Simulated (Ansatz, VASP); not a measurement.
## SnTe in VASP and in Ansatz

```xyz
2
Lattice="0.0000 3.3143 3.2354 3.3143 0.0000 3.2354 3.3143 3.3143 0.0000" Properties=species:S:1:pos:R:3 pbc="T T T"
Sn    0.0000    0.0000    0.0000
Te    3.3143    3.3143    3.2354
```

Change from the starting cell: strain +0.050 along x and y, +0.025 along z, atoms carried along.

Alike in both runs: task single point; functional PBEsol; k mesh 10 × 10 × 10; occupations gaussian, width 0.03 eV; no spin polarisation.

|  | VASP | Ansatz |
| --- | --- | --- |
| version | VASP 6.6.1 | Ansatz 0.2.0 |
| potentials or method | VASP PAW PBE potentials, release 64 (Sn_d, Te), cutoff 500 eV | scalar-relativistic, plane waves, PAW |
| valence electrons in the cell | 20 | 30 |

|  | VASP | Ansatz | Ansatz less VASP |
| --- | --- | --- | --- |
| gap on the k mesh at the Fermi level (eV) | 0.18 | 0.18 | +0.001 |
| least direct gap on the mesh (eV) | 0.18 | 0.18 | +0.001 |
| pressure (GPa) | -4.6 | -4.6 | +0.02 |
| traceless stress, the component that is largest in VASP (GPa) | 1.25 | 1.24 | -0.006 |

VASP's potentials were made for PBE, not for PBEsol. The functional is the same, so the differences come from potentials, cutoffs and numerics. VASP's potentials hold 20 valence electrons a cell and Ansatz's 30, so a difference there can come from the potentials and not from the codes.

Spin-orbit coupling is off throughout.
